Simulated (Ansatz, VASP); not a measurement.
**Na4Y3N in VASP and in Ansatz**

The input INCAR:

```
ALGO     = Normal         # electronic algorithm
EDIFF    = 1E-6           # SCF threshold, eV
EDIFFG   = -0.01          # ionic threshold
ENCUT    = 600            # plane-wave cutoff, eV
GGA      = PE             # functional
IBRION   = 2              # ionic algorithm
ISIF     = 3              # what is computed and relaxed
ISMEAR   = 0              # smearing method
LASPH    = T              # aspherical terms in the spheres
LCHARG   = F              # write CHGCAR
LREAL    = F              # projectors in reciprocal space
LWAVE    = F              # write WAVECAR
NELM     = 100            # most SCF steps
NSW      = 100            # ionic steps
PREC     = Accurate       # precision mode
SIGMA    = 0.1            # smearing width, eV
```

The input KPOINTS:

```
k-points
0
Gamma
  6 6 6
```

Contents of POSCAR:

```
Na4Y3N
1.0
    5.8551941148      0.0000000000      0.0000000000
    0.0000000000      5.8551941148      0.0000000000
    0.0000000000      0.0000000000      5.8551941148
Na Y N
4 3 1
Direct
    0.5000000000      0.5000000000      0.5000000000
    0.0000000000      0.5000000000      0.5000000000
    0.5000000000      0.0000000000      0.5000000000
    0.5000000000      0.5000000000      0.0000000000
    0.5000000000      0.0000000000      0.0000000000
    0.0000000000      0.5000000000      0.0000000000
    0.0000000000      0.0000000000      0.5000000000
    0.0000000000      0.0000000000      0.0000000000
```

Input for Ansatz:

```yaml
crystal:
  lattice:
    - [5.8551941148, 0.0, 0.0]
    - [0.0, 5.8551941148, 0.0]
    - [0.0, 0.0, 5.8551941148]
  atoms:
    - { symbol: Na, position: [0.5, 0.5, 0.5] }
    - { symbol: Na, position: [0.0, 0.5, 0.5] }
    - { symbol: Na, position: [0.5, 0.0, 0.5] }
    - { symbol: Na, position: [0.5, 0.5, 0.0] }
    - { symbol: "Y", position: [0.5, 0.0, 0.0] }
    - { symbol: "Y", position: [0.0, 0.5, 0.0] }
    - { symbol: "Y", position: [0.0, 0.0, 0.5] }
    - { symbol: "N", position: [0.0, 0.0, 0.0] }
basis:
  ecutwfc: 420
kpoints:
  mp_grid: { grid: [6, 6, 6] }
hamiltonian:
  xc: pbe
scf:
  occupations: { method: gaussian, width: 0.1 }
output:
  forces: true
  stress: true
  eigenvalues: true
relax:
  adjacent_minimum: "off"
  f_tol: 0.01
  max_steps: 80
  cell: { stress_tol: 0.05 }
```

Alike in both runs: task relaxation of cell and atoms; functional PBE; k mesh 6 × 6 × 6; occupations gaussian, width 0.1 eV; no spin polarisation.

|  | VASP | Ansatz |
| --- | --- | --- |
| version | VASP 6.6.1 | Ansatz 0.2.0 |
| potentials or method | VASP PAW PBE potentials, release 64 (Na_pv, Y_sv, N), cutoff 600 eV | scalar-relativistic, plane waves, PAW |
| valence electrons in the cell | 66 | 74 |

|  | VASP | Ansatz | Ansatz less VASP |
| --- | --- | --- | --- |
| gap on the k mesh at the Fermi level, each at its own relaxed structure (eV) | none | none | - |
| relaxed volume (Å³/atom) | 25.69 | 25.73 | +0.040 |
| relaxed cell length with the largest relative difference (Å) | 5.901 | 5.904 | +0.0031 |

A gap of «none» marks a metal or a gap that the smearing closes. VASP's potentials hold 66 valence electrons a cell and Ansatz's 74, so a difference there can come from the potentials and not from the codes.
